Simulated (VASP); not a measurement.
# Ru (P6_3/mmc) in VASP: further runs

Ru is run at these levels: revPBE, r2SCAN; tasks: single point.

Everything below comes from runs of VASP 6.6.1. Logs are shortened: lines on timing, memory, paths and dates and some standing lists are left out, and cuts for length are marked.

**1. The cell of the first run**

The structure is hexagonal, space group P6_3/mmc (No. 194). The conventional cell has a = 2.706 Å, b = 2.706 Å, c = 4.282 Å, α = 90.00°, β = 90.00°, γ = 120.00°. Within 3.5 Å of Ru (site symmetry -6m2) lie 12 Ru at 2.65 to 2.71 Å.

**2. Single point, revPBE**

The input, INCAR:

```
PREC     = Accurate       # precision mode
ENCUT    = 520            # plane-wave cutoff, eV
EDIFF    = 1E-6           # SCF threshold, eV
ISMEAR   = 1              # smearing method
SIGMA    = 0.02           # smearing width, eV
LREAL    = False          # projectors in reciprocal space
LASPH    = True           # aspherical terms in the spheres
NELM     = 80             # most SCF steps
ALGO     = Normal         # electronic algorithm
ISIF     = 2              # what is computed and relaxed
LWAVE    = False          # write WAVECAR
LCHARG   = False          # write CHGCAR
GGA      = RE             # functional
NBANDS   = 21             # bands
```

The input, KPOINTS:

```
Automatic mesh
0
Gamma
  10 10 6
```

The input, POSCAR:

```
Ru
1.0
    2.7058000000      0.0000000000      0.0000000000
   -1.3529000000      2.3432915376      0.0000000000
    0.0000000000      0.0000000000      4.2819000000
Ru
2
Direct
    0.3333330000      0.6666670000      0.2500000000
    0.6666670000      0.3333330000      0.7500000000
```

Potentials or basis: VASP PAW PBE potentials, release 64 (Ru_pv).

Started as:

```sh
$ cat potpaw_PBE.64/Ru_pv/POTCAR > POTCAR
$ mpirun -np 1 vasp_std > vasp.out
```

OUTCAR:

```text
PREC = Accurate
   ENCUT = 520
   EDIFF = 1E-6
   ISMEAR = 1
   LREAL = False
   LASPH = True
   NELM = 80
   ISIF = 2
   GGA = RE

 ion  position               nearest neighbor table
   1  0.333  0.667  0.250-   2 2.65   2 2.65   2 2.65   2 2.65   2 2.65   2 2.65
   2  0.667  0.333  0.750-   1 2.65   1 2.65   1 2.65   1 2.65   1 2.65   1 2.65

  LATTYP: Found a hexagonal cell.
 ALAT       =     2.7058000000
 C/A-ratio  =     1.5824894671

  Lattice vectors:

 A1 = (   2.7058000000,   0.0000000000,   0.0000000000)
 A2 = (  -1.3529000000,   2.3432915376,   0.0000000000)
 A3 = (   0.0000000000,   0.0000000000,   4.2819000000)

Analysis of symmetry for initial positions (statically):
=====================================================================
 Subroutine PRICEL returns:
 Original cell was already a primitive cell.

 Routine SETGRP: Setting up the symmetry group for a
 hexagonal supercell.

 Subroutine GETGRP returns: Found 24 space group operations
 (whereof 12 operations were pure point group operations)
 out of a pool of 24 trial point group operations.

The static configuration has the point symmetry D_3d.
 The point group associated with its full space group is D_6h.

Analysis of symmetry for dynamics (positions and initial velocities):
=====================================================================
 Subroutine PRICEL returns:
 Original cell was already a primitive cell.

 Routine SETGRP: Setting up the symmetry group for a
 hexagonal supercell.

 Subroutine GETGRP returns: Found 24 space group operations
 (whereof 12 operations were pure point group operations)
 out of a pool of 24 trial point group operations.

The dynamic configuration has the point symmetry D_3d.
 The point group associated with its full space group is D_6h.

 Subroutine INISYM returns: Found 24 space group operations
 (whereof 12 operations are pure point group operations),
 and found     1 'primitive' translations

----------------------------------------------------------------------------------------

                                     Primitive cell

  volume of cell :      27.1493

  direct lattice vectors                    reciprocal lattice vectors
     2.705800000  0.000000000  0.000000000     0.369576465  0.213375072  0.000000000
    -1.352900000  2.343291538  0.000000000     0.000000000  0.426750144  0.000000000
     0.000000000  0.000000000  4.281900000     0.000000000  0.000000000  0.233541185

  length of vectors
     2.705800000  2.705800000  4.281900000     0.426750144  0.426750144  0.233541185

[... 68 lines left out ...]
   NGX,Y,Z   is equivalent  to a cutoff of  12.29, 12.29, 12.42 a.u.
   NGXF,Y,Z  is equivalent  to a cutoff of  24.58, 24.58, 24.85 a.u.
 SYSTEM =  unknown system
   PREC   = accura    normal or accurate (medium, high low for compatibility)
   ISTART =      0    job   : 0-new  1-cont  2-samecut
   ICHARG =      2    charge: 1-file 2-atom 10-const
   ISPIN  =      1    spin polarized calculation?
   LNONCOLLINEAR =      F non collinear calculations
   LSORBIT =      F    spin-orbit coupling
   LASPH  =      T    aspherical Exc in radial PAW
   ENCUT  =  520.0 eV  38.22 Ry    6.18 a.u.   5.03  5.03  7.96*2*pi/ulx,y,z
   NELM   =     80;   NELMIN=  2; NELMDL= -5     # of ELM steps
   EDIFF  = 0.1E-05   stopping-criterion for ELM
   LREAL  =      F    real-space projection
[... 7 lines left out ...]
   TEBEG  =    0.0;   TEEND  =   0.0 temperature during run
   PSTRESS=    0.0 pullay stress
   NELECT =      28.0000    total number of electrons
   NUPDOWN=      -1.0000    fix difference up-down
   EMIN   =  10.00;   EMAX   =-10.00  energy-range for DOS
   EFERMI =   0.00;   METHOD = LEGACY
   ISMEAR =     1;   SIGMA  =   0.02  broadening in eV -4-tet -1-fermi 0-gaus
   EFERMI_NEDOS =   21; number of points for ismear=-14 and -15
   IALGO  =     38    algorithm
   IMIX   =      4    mixing-type and parameters
     AMIX     =   0.40;   BMIX     =  1.00
     AMIX_MAG =   1.60;   BMIX_MAG =  1.00
  volume/ion in A,a.u.               =      13.57        91.61
  Fermi-wavevector in a.u.,A,eV,Ry     =   1.654022  3.125649 37.222674  2.735789
  Thomas-Fermi vector in A             =   2.742361
   LORBIT       =      0    0 simple, 1 ext, 2 COOP (PROOUT), +10 PAW based schemes
   GGA     = RE    functional components
   LHFCALC =     F    Hartree Fock is set to
   AEXX    =    0.0000 exact exchange contribution
   IVDW    =     0    specifies the selected vdW correction
   LEPSILON=     F    determine dielectric tensor
   LRPA    =     F    only Hartree local field effects (RPA)
 non-spin polarized calculation
 Methfessel and Paxton  Order N= 1 SIGMA  =   0.02
  energy-cutoff  :      520.00
  volume of cell :       27.15
 maximum number of plane-waves:       752
 NGX is ok and might be reduce to    20
   NGX =  9   NGY =  9   NGZ = 15

 number of electron      28.0000008 magnetization

 Free energy of the ion-electron system (eV)
  ---------------------------------------------------
  ext. energy  EPLUGINS =         0.00000000
  ---------------------------------------------------
  free energy    TOTEN  =       -17.41146886 eV

  energy without entropy =      -17.41112955  energy(sigma->0) =      -17.41135576

 E-fermi :  12.9319     XC(G=0): -14.0689

 val. band max:       12.9280631415   @ k =   0.3000   0.0000   0.1667
 cond. band min:      12.9345841177   @ k =   0.3000   0.1000   0.1667
 fundamental gap:      0.0065209763
 Fermi energy:        12.9319181202

 k-point     1 :       0.0000    0.0000    0.0000
  band No.  band energies     occupation
      1     -30.7602      2.00000
      2     -29.8276      2.00000
      3     -29.8276      2.00000
      4     -29.6576      2.00000
      5     -29.6576      2.00000
      6     -29.6177      2.00000
[... 565 lines left out ...]
     20      23.3735      0.00000
     21      23.5723      0.00000

 [... further k-points ...]
[... 5 lines left out ...]
  --------------------------------------------------------------------------------------
  -------------------------------------------------------------------------------------
  Total        1.5828076      1.5828076      0.7337388      0.0000000      0.0000000      0.0000000
  in kB       93.4071596     93.4071596     43.3005633      0.0000000      0.0000000      0.0000000
  external PRESSURE =      76.7049608 kB  Pullay stress =       0.0000000 kB

 VOLUME and BASIS-vectors are now :
 -----------------------------------------------------------------------------
  energy-cutoff  :      520.00
  volume of cell :       27.15
      direct lattice vectors                 reciprocal lattice vectors
     2.705800000  0.000000000  0.000000000     0.369576465  0.213375072  0.000000000
    -1.352900000  2.343291538  0.000000000     0.000000000  0.426750144  0.000000000
     0.000000000  0.000000000  4.281900000     0.000000000  0.000000000  0.233541185

 POSITION                                       TOTAL-FORCE (eV/Angst)
 -----------------------------------------------------------------------------------
     -0.00000      1.56220      1.07048         0.000000     -0.000000      0.000000
      1.35290      0.78110      3.21143        -0.000000      0.000000      0.000000
 -----------------------------------------------------------------------------------
    total drift:                               -0.000440      0.000254     -0.000044

  FREE ENERGIE OF THE ION-ELECTRON SYSTEM (eV)
  ---------------------------------------------------
  free  energy   TOTEN  =       -17.4114688578 eV

  energy  without entropy=      -17.4111295513  energy(sigma->0) =      -17.41135576
```

stdout:

```text
POSCAR found type information on POSCAR Ru
 POSCAR found :  1 types and       2 ions
 scaLAPACK will be used
 -----------------------------------------------------------------------------
|                                                                             |
|                                                                             |
|     You enforced a specific xc type in the INCAR file but a different       |
|     I HOPE YOU KNOW WHAT YOU ARE DOING!                                     |
|                                                                             |
 -----------------------------------------------------------------------------

 LDA part: xc-table for (Slater+PW92), standard interpolation
 POSCAR, INCAR and KPOINTS ok, starting setup
 FFT: planning ... GRIDC
 FFT: planning ... GRID_SOFT
 FFT: planning ... GRID
 WAVECAR not read
 entering main loop
```

Run time: 19 s. Hardware: 1 thread of Intel Xeon 6975P-C (Granite Rapids), shared host; peak memory 0.15 GiB.

Results:

```
Free energy            : -17.4115 eV
Pressure               : 7.7 GPa
Band gap on the k mesh : zero (band 14 reaches 14.49 eV, above the bottom of band 15 at 11.29 eV)
```

Caveat: the PAW data sets were made with another functional, which shifts forces and pressure a little.

**3. Single point, r2SCAN**

POSCAR is that of step 2.

The input, INCAR.step1:

```
PREC = Accurate ; ENCUT = 520
ISMEAR = 1 ; SIGMA = 0.02
LREAL = False ; LASPH = True
NELM = 80 ; NBANDS = 21
GGA = PE ; ALGO = Normal
EDIFF = 1E-4 ; LWAVE = True
LCHARG = False
```

The input, INCAR.step2:

```
PREC = Accurate ; ENCUT = 520
EDIFF = 1E-6 ; ISMEAR = 1
SIGMA = 0.02 ; LREAL = False
LASPH = True ; NELM = 80
ALGO = Normal ; ISIF = 2
LWAVE = False ; LCHARG = False
METAGGA = R2SCAN ; LMIXTAU = True
NBANDS = 21 ; ISTART = 1
```

The input, KPOINTS:

```
regular mesh
0
Gamma
  10 10 6
```

Potentials or basis: VASP PAW PBE potentials, release 64 (Ru_pv).

Started as:

```sh
$ cat potpaw_PBE.64/Ru_pv/POTCAR > POTCAR
$ cp INCAR.step1 INCAR
$ mpirun -np 1 vasp_std > vasp.out
$ cp INCAR.step2 INCAR
$ mpirun -np 1 vasp_std > vasp.out
```

OUTCAR:

```text
PREC = Accurate
   ENCUT = 520
   EDIFF = 1E-6
   ISMEAR = 1
   LREAL = False
   LASPH = True
   NELM = 80
   ISIF = 2
   METAGGA = R2SCAN
   ISTART = 1

 ion  position               nearest neighbor table
   1  0.333  0.667  0.250-   2 2.65   2 2.65   2 2.65   2 2.65   2 2.65   2 2.65
   2  0.667  0.333  0.750-   1 2.65   1 2.65   1 2.65   1 2.65   1 2.65   1 2.65

  LATTYP: Found a hexagonal cell.
 ALAT       =     2.7058000000
 C/A-ratio  =     1.5824894671

  Lattice vectors:

 A1 = (   2.7058000000,   0.0000000000,   0.0000000000)
[... 191 lines left out ...]
      3     -31.3542      2.00000
      4     -31.1713      2.00000
      5     -31.1713      2.00000
      6     -31.1275      2.00000
[... 565 lines left out ...]
     20      21.1264      0.00000
     21      23.9116      0.00000

 [... further k-points ...]
[... 5 lines left out ...]
  --------------------------------------------------------------------------------------
  -------------------------------------------------------------------------------------
  Total        0.2946146      0.2946146     -0.8352278     -0.0000000      0.0000000      0.0000000
  in kB       17.3862665     17.3862665    -49.2897892     -0.0000000      0.0000000      0.0000000
  external PRESSURE =      -4.8390854 kB  Pullay stress =       0.0000000 kB

 VOLUME and BASIS-vectors are now :
 -----------------------------------------------------------------------------
  energy-cutoff  :      520.00
  volume of cell :       27.15
      direct lattice vectors                 reciprocal lattice vectors
     2.705800000  0.000000000  0.000000000     0.369576465  0.213375072  0.000000000
    -1.352900000  2.343291538  0.000000000     0.000000000  0.426750144  0.000000000
     0.000000000  0.000000000  4.281900000     0.000000000  0.000000000  0.233541185

 POSITION                                       TOTAL-FORCE (eV/Angst)
 -----------------------------------------------------------------------------------
     -0.00000      1.56220      1.07048        -0.000000      0.000000      0.000000
      1.35290      0.78110      3.21143         0.000000     -0.000000      0.000000
 -----------------------------------------------------------------------------------
    total drift:                               -0.000441      0.000255     -0.000044

  FREE ENERGIE OF THE ION-ELECTRON SYSTEM (eV)
  ---------------------------------------------------
  free  energy   TOTEN  =       -50.8344086895 eV

  energy  without entropy=      -50.8342950223  energy(sigma->0) =      -50.83437080
```

OSZICAR.step1:

```text
N       E                     dE             d eps       ncg     rms          rms(c)
DAV:   1     0.290076892821E+03    0.29008E+03   -0.17661E+04  2360   0.149E+03
DAV:   2    -0.139126630929E+02   -0.30399E+03   -0.29464E+03  2397   0.446E+02
DAV:   3    -0.197439726306E+02   -0.58313E+01   -0.57980E+01  2772   0.693E+01
DAV:   4    -0.197876689065E+02   -0.43696E-01   -0.43633E-01  2929   0.570E+00
DAV:   5    -0.197882130800E+02   -0.54417E-03   -0.54143E-03  2655   0.580E-01    0.178E+01
DAV:   6    -0.185226088988E+02    0.12656E+01   -0.30309E+00  2707   0.166E+01    0.477E+00
DAV:   7    -0.184481618049E+02    0.74447E-01   -0.39152E-01  2682   0.463E+00    0.108E+00
DAV:   8    -0.184405736045E+02    0.75882E-02   -0.17078E-02  2607   0.108E+00    0.170E-01
DAV:   9    -0.184406114099E+02   -0.37805E-04   -0.32932E-04  2364   0.187E-01
   1 F= -.18440611E+02 E0= -.18440496E+02  d E =-.345432E-03
```

Wall time 69 s (1 thread of Intel Xeon 6975P-C (Granite Rapids), shared host); peak memory 0.15 GiB.

What came out:

```yaml
Free_energy: -50.8344 eV
Pressure: -0.5 GPa
Band_gap_on_the_k_mesh: zero (band 14 reaches 14.40 eV, above the bottom of band 15 at 11.04 eV)
```

Levels at points of the mesh, in eV from the Fermi level:
```
           k point  band 12  band 13  band 14  band 15  band 16  band 17
(0.00, 0.00, 0.00)    -2.04    -2.04    -1.51    -1.51     1.18     1.18
(0.50, 0.00, 0.00)    -1.91    -1.62     1.44     1.87     1.94     4.20
(0.00, 0.00, 0.50)    -2.92    -2.86    -2.86     0.52     0.52     0.52
(0.50, 0.00, 0.50)    -1.15     0.43     0.43     1.70     1.70     3.50
```

Caveat: the PAW data sets were made with another functional, which shifts forces and pressure a little.
